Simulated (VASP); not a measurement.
# SiC5 (P3m1) in VASP: a series of runs

The runs below take SiC5 through single point, with r2SCAN.

Program: VASP 6.6.1. These are calculated values, not measurements. Logs are shortened: lines on timing, memory, paths and dates and some standing lists are left out, and cuts for length are marked.

## 1. The cell of the first run

The structure is trigonal, space group P3m1 (No. 156). The conventional cell has a = 2.725 Å, b = 2.725 Å, c = 6.745 Å, α = 90.00°, β = 90.00°, γ = 120.00°. Within 2.2 Å of C (site symmetry 3m) lie 3 C at 1.65 Å and 1 Si at 1.90 Å. C (site symmetry 3m) has 4 C at 1.53 to 1.66 Å within 2.0 Å. Within 2.0 Å of C (site symmetry 3m) lie 1 C at 1.53 Å and 3 Si at 1.75 Å. Within 2.0 Å of C (site symmetry 3m) lie 4 C at 1.53 to 1.65 Å. C (site symmetry 3m) has 4 C at 1.53 to 1.66 Å within 2.0 Å. Si (site symmetry 3m) has 4 C at 1.75 to 1.90 Å within 2.3 Å.

## 2. Single point, r2SCAN

The input, POSCAR:

```
SiC5
1.0
    2.7247302423      0.0000000000      0.0000000000
   -1.3623651212      2.3596856083      0.0000000000
    0.0000000000      0.0000000000      6.7451248089
C Si
5 1
Direct
    0.0000000000      0.0000000000     -0.0279056134
    0.6666666667      0.3333333333      0.6696755148
    0.3333333333      0.6666666667      0.3656409587
    0.6666666667      0.3333333333      0.8962861346
    0.3333333333      0.6666666667      0.5929510660
    0.0000000000      0.0000000000      0.2533519394
```

The input, INCAR.step1:

```
SYSTEM = SiC5
PREC = Accurate
ENCUT = 520
ISMEAR = 0
SIGMA = 0.01
LREAL = .FALSE.
LASPH = .TRUE.
NELM = 80
NBANDS = 21
GGA = PE
ALGO = Normal
EDIFF = 1E-4
LWAVE = .TRUE.
LCHARG = .FALSE.
```

The input, INCAR.step2:

```
SYSTEM = SiC5
PREC = Accurate
ENCUT = 520
EDIFF = 1E-6
ISMEAR = 0
SIGMA = 0.01
LREAL = .FALSE.
LASPH = .TRUE.
NELM = 80
ALGO = Normal
ISIF = 2
LWAVE = .FALSE.
LCHARG = .TRUE.
METAGGA = R2SCAN
LMIXTAU = .TRUE.
LELF = .TRUE.
LVHAR = .TRUE.
NBANDS = 21
ISTART = 1
```

The input, KPOINTS:

```
regular mesh
0
G
  12 12 4
  0 0 0
```

Potentials or basis: VASP PAW PBE potentials, release 64 (C, Si).

The run is started by

```bash
cat potpaw_PBE.64/C/POTCAR potpaw_PBE.64/Si/POTCAR > POTCAR
cp INCAR.step1 INCAR
mpirun -np 1 vasp_std > vasp.out
cp INCAR.step2 INCAR
mpirun -np 1 vasp_std > vasp.out
```

OUTCAR:

```text
SYSTEM = SiC5
   PREC = Accurate
   ENCUT = 520
   EDIFF = 1E-6
   ISMEAR = 0
   LREAL = .FALSE.
   LASPH = .TRUE.
   NELM = 80
   ISIF = 2
   METAGGA = R2SCAN
   ISTART = 1

 ion  position               nearest neighbor table
   1  0.000  0.000  0.972-   4 1.65   4 1.65   4 1.65   6 1.90
   2  0.667  0.333  0.670-   4 1.53   5 1.66   5 1.66   5 1.66
   3  0.333  0.667  0.366-   5 1.53   6 1.75   6 1.75   6 1.75
   4  0.667  0.333  0.896-   2 1.53   1 1.65   1 1.65   1 1.65
   5  0.333  0.667  0.593-   3 1.53   2 1.66   2 1.66   2 1.66
   6  0.000  0.000  0.253-   3 1.75   3 1.75   3 1.75   1 1.90

  LATTYP: Found a hexagonal cell.
 ALAT       =     2.7247302423
 C/A-ratio  =     2.4755202200

  Lattice vectors:

 A1 = (   2.7247302423,   0.0000000000,   0.0000000000)
 A2 = (  -1.3623651212,   2.3596856083,   0.0000000000)
 A3 = (   0.0000000000,   0.0000000000,   6.7451248089)

Analysis of symmetry for initial positions (statically):
=====================================================================
 Subroutine PRICEL returns:
 Original cell was already a primitive cell.

 Routine SETGRP: Setting up the symmetry group for a
 hexagonal supercell.

 Subroutine GETGRP returns: Found  6 space group operations
 (whereof  6 operations were pure point group operations)
 out of a pool of 24 trial point group operations.

The static configuration has the point symmetry C_3v.

Analysis of symmetry for dynamics (positions and initial velocities):
=====================================================================
 Subroutine PRICEL returns:
 Original cell was already a primitive cell.

 Routine SETGRP: Setting up the symmetry group for a
 hexagonal supercell.

 Subroutine GETGRP returns: Found  6 space group operations
 (whereof  6 operations were pure point group operations)
 out of a pool of 24 trial point group operations.

The dynamic configuration has the point symmetry C_3v.

 Subroutine INISYM returns: Found  6 space group operations
 (whereof  6 operations are pure point group operations),
 and found     1 'primitive' translations

----------------------------------------------------------------------------------------

                                     Primitive cell

  volume of cell :      43.3678

  direct lattice vectors                    reciprocal lattice vectors
     2.724730242  0.000000000  0.000000000     0.367008809  0.211892634  0.000000000
    -1.362365121  2.359685608  0.000000000     0.000000000  0.423785269  0.000000000
     0.000000000  0.000000000  6.745124809     0.000000000  0.000000000  0.148255226

  length of vectors
     2.724730242  2.724730242  6.745124809     0.423785269  0.423785269  0.148255226

  position of ions in fractional coordinates (direct lattice)
     0.000000000  0.000000000  0.972094387
     0.666666667  0.333333333  0.669675515
     0.333333333  0.666666667  0.365640959
     0.666666667  0.333333333  0.896286135
     0.333333333  0.666666667  0.592951066
     0.000000000  0.000000000  0.253351939

  ion indices of the primitive-cell ions
   primitive index   ion index
                 1           1
                 2           2
                 3           3
                 4           4
                 5           5
                 6           6

----------------------------------------------------------------------------------------

 KPOINTS: regular mesh

Automatic generation of k-mesh.
 Grid dimensions read from file:
 generate k-points for:   12   12    4

 Generating k-lattice:

  Cartesian coordinates                     Fractional coordinates (reciprocal lattice)
     0.030584067  0.017657720  0.000000000     0.083333333  0.000000000  0.000000000
     0.000000000  0.035315439  0.000000000     0.000000000  0.083333333  0.000000000
     0.000000000  0.000000000  0.037063806     0.000000000  0.000000000  0.250000000

  Length of vectors
     0.035315439  0.035315439  0.037063806

  Shift w.r.t. Gamma in fractional coordinates (k-lattice)
     0.000000000  0.000000000  0.000000000

 Subroutine IBZKPT returns following result:
 ===========================================

 Found     69 irreducible k-points:

 Following reciprocal coordinates:
            Coordinates               Weight
  0.000000  0.000000  0.000000      1.000000
  0.083333 -0.000000  0.000000      6.000000
  0.166667 -0.000000  0.000000      6.000000
  0.250000 -0.000000  0.000000      6.000000
  0.333333 -0.000000  0.000000      6.000000
  0.416667  0.000000  0.000000      6.000000
[... 16 lines left out ...]
  0.166667 -0.000000  0.250000      6.000000
  0.000000  0.166667  0.250000      6.000000
 [... further k-points ...]
   k-points           NKPTS =     69   k-points in BZ     NKDIM =     69   number of bands    NBANDS=     21
   number of dos      NEDOS =    301   number of ions     NIONS =      6
   total plane-waves  NPLWV =  20000
   dimension x,y,z NGX =    20 NGY =   20 NGZ =   50
   dimension x,y,z NGXF=    40 NGYF=   40 NGZF=  100
   ions per type =               5   1
   NGX,Y,Z   is equivalent  to a cutoff of  12.20, 12.20, 12.32 a.u.
   NGXF,Y,Z  is equivalent  to a cutoff of  24.41, 24.41, 24.65 a.u.
 SYSTEM =  SiC5
   PREC   = accura    normal or accurate (medium, high low for compatibility)
   ISTART =      1    job   : 0-new  1-cont  2-samecut
   ICHARG =      0    charge: 1-file 2-atom 10-const
   ISPIN  =      1    spin polarized calculation?
   LNONCOLLINEAR =      F non collinear calculations
   LSORBIT =      F    spin-orbit coupling
   LASPH  =      T    aspherical Exc in radial PAW
   ENCUT  =  520.0 eV  38.22 Ry    6.18 a.u.   5.07  5.07 12.54*2*pi/ulx,y,z
   NELM   =     80;   NELMIN=  2; NELMDL=  0     # of ELM steps
   EDIFF  = 0.1E-05   stopping-criterion for ELM
   LREAL  =      F    real-space projection
   EDIFFG = 0.1E-04   stopping-criterion for IOM
   NSW    =      0    number of steps for IOM
   IBRION =     -1    ionic relax: 0-MD 1-quasi-New 2-CG
   NFREE  =      0    steps in history (QN), initial steepest desc. (CG)
   ISIF   =      2    stress and relaxation
   ISYM   =      2    0-nonsym 1-usesym 2-fastsym
   POTIM  = 0.5000    time-step for ionic-motion
   TEBEG  =    0.0;   TEEND  =   0.0 temperature during run
   PSTRESS=    0.0 pullay stress
   NELECT =      24.0000    total number of electrons
   NUPDOWN=      -1.0000    fix difference up-down
   EMIN   =  10.00;   EMAX   =-10.00  energy-range for DOS
   EFERMI =   0.00;   METHOD = LEGACY
   ISMEAR =     0;   SIGMA  =   0.01  broadening in eV -4-tet -1-fermi 0-gaus
   EFERMI_NEDOS =   21; number of points for ismear=-14 and -15
   IALGO  =     38    algorithm
   IMIX   =      4    mixing-type and parameters
     AMIX     =   0.40;   BMIX     =  1.00
     AMIX_MAG =   1.60;   BMIX_MAG =  1.00
  volume/ion in A,a.u.               =       7.23        48.78
  Fermi-wavevector in a.u.,A,eV,Ry     =   1.344073  2.539929 24.579345  1.806531
  Thomas-Fermi vector in A             =   2.472095
   LORBIT       =      0    0 simple, 1 ext, 2 COOP (PROOUT), +10 PAW based schemes
   METAGGA = R2SCAN    functional components
   LHFCALC =     F    Hartree Fock is set to
   AEXX    =    0.0000 exact exchange contribution
   IVDW    =     0    specifies the selected vdW correction
   LEPSILON=     F    determine dielectric tensor
   LRPA    =     F    only Hartree local field effects (RPA)
 non-spin polarized calculation
 Gauss-broadening in eV      SIGMA  =   0.01
  energy-cutoff  :      520.00
  volume of cell :       43.37
 maximum number of plane-waves:      1189
   NGX = 11   NGY = 11   NGZ = 25

 number of electron      24.0000001 magnetization

 Free energy of the ion-electron system (eV)
  ---------------------------------------------------
  ext. energy  EPLUGINS =         0.00000000
  ---------------------------------------------------
  free energy    TOTEN  =       -55.63338745 eV

  energy without entropy =      -55.63338745  energy(sigma->0) =      -55.63338745

 E-fermi :   9.8883     XC(G=0): -13.2142

 val. band max:        9.8359062192   @ k =   0.0000   0.0000   0.0000
 cond. band min:      11.5079462945   @ k =   0.5000  -0.0000   0.0000
 fundamental gap:      1.6720400753
 Fermi energy:         9.8883094674

 k-point     1 :       0.0000    0.0000    0.0000
  band No.  band energies     occupation
      1     -11.3024      2.00000
      2      -8.7438      2.00000
      3      -7.5437      2.00000
      4      -0.5606      2.00000
      5       0.9275      2.00000
      6       6.1238      2.00000
[... 13 lines left out ...]
     20      19.5791      0.00000
     21      20.0084      0.00000

 k-point     2 :       0.0833   -0.0000    0.0000
  band No.  band energies     occupation
      1     -11.1506      2.00000
      2      -8.5990      2.00000
      3      -7.3873      2.00000
      4      -0.4691      2.00000
      5       1.0346      2.00000
      6       5.3107      2.00000
[... 13 lines left out ...]
     20      19.1913      0.00000
     21      20.2966      0.00000

 k-point     3 :       0.1667   -0.0000    0.0000
  band No.  band energies     occupation
      1     -10.6982      2.00000
      2      -8.1696      2.00000
      3      -6.9231      2.00000
      4      -0.2471      2.00000
      5       1.3205      2.00000
      6       3.5431      2.00000
[... 13 lines left out ...]
     20      18.5739      0.00000
     21      20.4202      0.00000

 k-point     4 :       0.2500   -0.0000    0.0000
  band No.  band energies     occupation
      1      -9.9556      2.00000
      2      -7.4743      2.00000
      3      -6.1699      2.00000
      4      -0.2387      2.00000
      5       1.3915      2.00000
      6       2.0167      2.00000
[... 13 lines left out ...]
     20      19.2933      0.00000
     21      20.0269      0.00000

 k-point     5 :       0.3333   -0.0000    0.0000
  band No.  band energies     occupation
      1      -8.9475      2.00000
      2      -6.5737      2.00000
      3      -5.1838      2.00000
      4      -1.3523      2.00000
      5       0.2588      2.00000
      6       1.7344      2.00000
[... 13 lines left out ...]
     20      20.1555      0.00000
     21      21.0698      0.00000

 k-point     6 :       0.4167    0.0000    0.0000
  band No.  band energies     occupation
      1      -7.7469      2.00000
      2      -5.7690      2.00000
      3      -4.1904      2.00000
      4      -2.5308      2.00000
      5      -1.2811      2.00000
      6       0.4650      2.00000
[... 13 lines left out ...]
     20      20.4997      0.00000
     21      21.0415      0.00000

 k-point     7 :       0.5000   -0.0000    0.0000
  band No.  band energies     occupation
      1      -6.8461      2.00000
      2      -5.8618      2.00000
      3      -3.6015      2.00000
      4      -2.6444      2.00000
      5      -2.1255      2.00000
      6      -0.5170      2.00000
[... 13 lines left out ...]
     20      20.6566      0.00000
     21      21.0811      0.00000
[... 291 lines left out ...]
      1     -11.2036      2.00000
      2      -9.3297      2.00000
      3      -6.6826      2.00000
      4      -2.0943      2.00000
      5       2.7016      2.00000
      6       6.1155      2.00000
[... 13 lines left out ...]
     20      19.6464      0.00000
     21      20.0192      0.00000

 k-point    21 :       0.0833   -0.0000    0.2500
  band No.  band energies     occupation
      1     -11.0527      2.00000
      2      -9.1786      2.00000
      3      -6.5334      2.00000
      4      -1.9785      2.00000
      5       2.7630      2.00000
      6       5.3466      2.00000
[... 13 lines left out ...]
     20      19.3058      0.00000
     21      20.2953      0.00000

 k-point    22 :       0.0000    0.0833    0.2500
  band No.  band energies     occupation
      1     -11.0528      2.00000
      2      -9.1781      2.00000
      3      -6.5346      2.00000
      4      -1.9751      2.00000
      5       2.7595      2.00000
      6       5.2827      2.00000
[... 13 lines left out ...]
     20      19.2090      0.00000
     21      20.2560      0.00000

 k-point    23 :       0.1667   -0.0000    0.2500
  band No.  band energies     occupation
      1     -10.6027      2.00000
      2      -8.7304      2.00000
      3      -6.0880      2.00000
      4      -1.6681      2.00000
      5       2.7423      2.00000
      6       3.7972      2.00000
[... 13 lines left out ...]
     20      18.6381      0.00000
     21      20.7168      0.00000

 k-point    24 :       0.0000    0.1667    0.2500
  band No.  band energies     occupation
      1     -10.6035      2.00000
      2      -8.7262      2.00000
      3      -6.0995      2.00000
      4      -1.6368      2.00000
      5       2.8117      2.00000
      6       3.5326      2.00000
[... 13 lines left out ...]
     20      18.6004      0.00000
     21      19.9423      0.00000

 [... further k-points ...]
[... 5 lines left out ...]
  --------------------------------------------------------------------------------------
  -------------------------------------------------------------------------------------
  Total        0.0930342      0.0930342      0.0372569     -0.0000000      0.0000000      0.0000000
  in kB        3.4370462      3.4370462      1.3764168     -0.0000000      0.0000000      0.0000000
  external PRESSURE =       2.7501697 kB  Pullay stress =       0.0000000 kB

 VOLUME and BASIS-vectors are now :
 -----------------------------------------------------------------------------
  energy-cutoff  :      520.00
  volume of cell :       43.37
      direct lattice vectors                 reciprocal lattice vectors
     2.724730242  0.000000000  0.000000000     0.367008809  0.211892634  0.000000000
    -1.362365121  2.359685608  0.000000000     0.000000000  0.423785269  0.000000000
     0.000000000  0.000000000  6.745124809     0.000000000  0.000000000  0.148255226

 POSITION                                       TOTAL-FORCE (eV/Angst)
 -----------------------------------------------------------------------------------
      0.00000      0.00000      6.55690        -0.000000      0.000000      0.044327
      1.36237      0.78656      4.51704         0.000000     -0.000000     -0.030833
     -0.00000      1.57312      2.46629         0.000000     -0.000000     -0.094915
      1.36237      0.78656      6.04556         0.000000      0.000000      0.037183
     -0.00000      1.57312      3.99953        -0.000000     -0.000000      0.006072
      0.00000      0.00000      1.70889         0.000000      0.000000      0.038165
 -----------------------------------------------------------------------------------
    total drift:                               -0.000000     -0.000000     -0.000058

  FREE ENERGIE OF THE ION-ELECTRON SYSTEM (eV)
  ---------------------------------------------------
  free  energy   TOTEN  =       -55.6333874498 eV

  energy  without entropy=      -55.6333874498  energy(sigma->0) =      -55.63338745
```

It took 4.3 min on 1 thread of AMD EPYC 9R45 (Zen 5), shared host; peak memory 0.15 GiB.

Results:

```yaml
Free_energy: -55.6334 eV
Pressure: 0.3 GPa
Largest_force: 0.095 eV/Å
Band_gap_on_the_k_mesh: 1.67 eV, indirect (least direct gap 3.72 eV)
```

Forces in eV/Å, atoms in the order of the input:
```
C    0.000  0.000  0.044
C    0.000  0.000 -0.031
C    0.000  0.000 -0.095
C    0.000  0.000  0.037
C    0.000  0.000  0.006
Si   0.000  0.000  0.038
```

Stress tensor (GPa, compression positive):
```
0.34 0.00 0.00
0.00 0.34 0.00
0.00 0.00 0.14
```

Caveat: the PAW data sets were made with another functional, which shifts forces and pressure a little.

## 3. Single point, r2SCAN (volume changed by +3%)

Changes to POSCAR since step 2:

```diff
@@ -2,5 +2,5 @@
 1.0
-    2.7247302423      0.0000000000      0.0000000000
-   -1.3623651212      2.3596856083      0.0000000000
-    0.0000000000      0.0000000000      6.7451248089
+    2.7517095241      0.0000000000      0.0000000000
+   -1.3758547620      2.3830503517      0.0000000000
+    0.0000000000      0.0000000000      6.8119125663
 C Si
```

The input, INCAR.step1:

```
SYSTEM = SiC5
  ALGO = Normal
  EDIFF = 1E-5
  ENCUT = 910
  GGA = PE
  GGA_COMPAT = .False.
  ISMEAR = 0
  LASPH = .True.
  LCHARG = .False.
  LREAL = .False.
  LWAVE = .True.
  NBANDS = 21
  NELM = 120
  PREC = Accurate
  SIGMA = 0.01
```

The input, INCAR.step2:

```
SYSTEM = SiC5
  ALGO = Normal
  EDIFF = 1E-6
  ENCUT = 910
  GGA_COMPAT = .False.
  ISIF = 2
  ISMEAR = 0
  ISTART = 1
  LASPH = .True.
  LCHARG = .False.
  LMIXTAU = .True.
  LREAL = .False.
  LWAVE = .False.
  METAGGA = R2SCAN
  NBANDS = 21
  NELM = 120
  PREC = Accurate
  SIGMA = 0.01
```

The input, KPOINTS:

```
k-points
0
Gamma
  9 9 4
  0 0 0
```

Potentials or basis: VASP PAW PBE potentials, release 64 (C_h, Si).

The run is started by

```bash
cat potpaw_PBE.64/C_h/POTCAR potpaw_PBE.64/Si/POTCAR > POTCAR
cp INCAR.step1 INCAR
mpirun -np 1 vasp_std > vasp.out
cp INCAR.step2 INCAR
mpirun -np 1 vasp_std > vasp.out
```

Wall time 5.8 min (1 thread of Intel Xeon Platinum 8259CL at 2.50GHz (Skylake/Cascade Lake), shared host); peak memory 0.27 GiB.

The run converged. Its results:

```yaml
Free_energy: -55.7000 eV
Pressure: -9.8 GPa
Largest_force: 0.310 eV/Å
Band_gap_on_the_k_mesh: 1.85 eV, indirect (least direct gap 3.67 eV)
```

Forces on the atoms (eV/Å):
```
C    0.000  0.000  0.053
C    0.000  0.000  0.129
C    0.000  0.000 -0.199
C    0.000  0.000 -0.166
C    0.000  0.000 -0.128
Si   0.000  0.000  0.310
```

Stress tensor (GPa, compression positive):
```
 -9.24   0.00   0.00
  0.00  -9.24   0.00
  0.00   0.00 -11.03
```

Levels at points of the mesh, in eV from the valence-band top:
| k point | band 9 | band 10 | band 11 | band 12 | band 13 | band 14 | band 15 | band 16 |
| --- | --- | --- | --- | --- | --- | --- | --- | --- |
| (0.00, 0.00, 0.00) | -2.33 | -1.38 | 0.00 | 0.00 | 4.42 | 4.55 | 4.59 | 4.59 |
| (0.00, 0.00, 0.50) | -2.25 | -2.25 | -0.15 | -0.15 | 4.40 | 4.92 | 4.92 | 5.03 |

Caveat: the cutoff is under 1.25 times the usual one of these potentials, so pressure, stress and relaxed cells hold a basis-set (Pulay) error; the PAW data sets were made with another functional, which shifts forces and pressure a little. A k mesh can miss the band edges.
